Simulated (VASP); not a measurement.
Set up this calculation in VASP 6.6.1, as the native input.

```
Task                   : single point
Functional             : PBE
Dispersion             : D3(BJ)
Potentials or basis    : VASP PAW PBE potentials, release 64 (Hf_pv, B)
Cutoff                 : 500 eV
k mesh                 : 6 × 6 × 4
Occupations            : gaussian, width 0.1 eV
Spin                   : no spin polarisation
Dipole correction      : no
Further INCAR settings : ALGO = Normal; EDIFF = 1e-06; NBANDS = 15
```

The structure of HfB2 lies in POSCAR:

```
HfB2
1.0
    3.1326790839      0.0000000000      0.0000000000
   -1.5663395419      2.7129796685      0.0000000000
    0.0000000000      0.0000000000      3.4792139900
Hf B
1 2
Direct
    0.0000000000      0.0000000000      0.0000000000
    0.3333333333      0.6666666667      0.5000000000
    0.6666666667      0.3333333333      0.5000000000
```

These files were run (other wordings do the same):

INCAR

```
SYSTEM = HfB2
ALGO = Normal
EDIFF = 1E-6
ENCUT = 500
GGA = PE
GGA_COMPAT = .FALSE.
ISIF = 2
ISMEAR = 0
IVDW = 12
LASPH = .TRUE.
LCHARG = .FALSE.
LREAL = .FALSE.
LWAVE = .FALSE.
NBANDS = 15
NELM = 120
PREC = Accurate
SIGMA = 0.1
```

KPOINTS

```
k-points
0
G
  6 6 4
  0 0 0
```

Potentials or basis: VASP PAW PBE potentials, release 64 (Hf_pv, B).

The run is started by

```sh
$ cat potpaw_PBE.64/Hf_pv/POTCAR potpaw_PBE.64/B/POTCAR > POTCAR
$ mpirun -np 1 vasp_std > vasp.out
```

It gave:

```
Pressure                   : -3.6 GPa
Band gap on the k mesh     : zero (band 8 reaches 8.04 eV, above the bottom of band 9 at 7.40 eV)
Dispersion energy per atom : -0.364 eV
```

Caveat: the k points lie up to 0.45 Å⁻¹ apart; spin-orbit coupling is left out, which moves the levels of the heavy elements; pairwise dispersion overbinds metals, which lowers pressure and volume.

It took 17 s on 1 thread of Intel Xeon 8259CL, on a shared host, peak memory 0.16 GiB.
